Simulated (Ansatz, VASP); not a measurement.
**Co in VASP and in Ansatz**

```
Co
1.0
     2.47152    0.00000    0.00000
    -1.23576    2.14040    0.00000
     0.00000    0.00000    4.02711
Co
2
Direct
  0.33333 0.66667 0.25000
  0.66667 0.33333 0.75000
```

Alike in both runs: task single point; functional r2SCAN; k mesh 9 × 9 × 5; occupations fermi-dirac, width 0.05 eV; collinear spin.

|  | VASP | Ansatz |
| --- | --- | --- |
| version | VASP 6.6.1 | Ansatz 0.2.0 |
| potentials or method | VASP PAW PBE potentials, release 64 (Co), cutoff 520 eV | plane waves (500 eV) with PAW, scalar-relativistic |
| valence electrons in the cell | 18 | 34 |

|  | VASP | Ansatz | Ansatz less VASP |
| --- | --- | --- | --- |
| pressure (GPa) | -0.5 | -0.4 | +0.09 |
| traceless stress, the component that is largest in VASP (GPa) | -1.57 | -1.69 | -0.127 |
| net moment per atom (μB) | 1.75 | 1.76 | +0.010 |
| size of the moment on the site where the two differ most (μB) | 1.81 | 1.89 | +0.085 |

VASP's potentials were made for PBE, not for r2SCAN. Site moments also hang on the region over which each program counts them. VASP's potentials hold 18 valence electrons a cell and Ansatz's 34, so a difference there can come from the potentials and not from the codes. Ansatz's warnings: stability check not made.
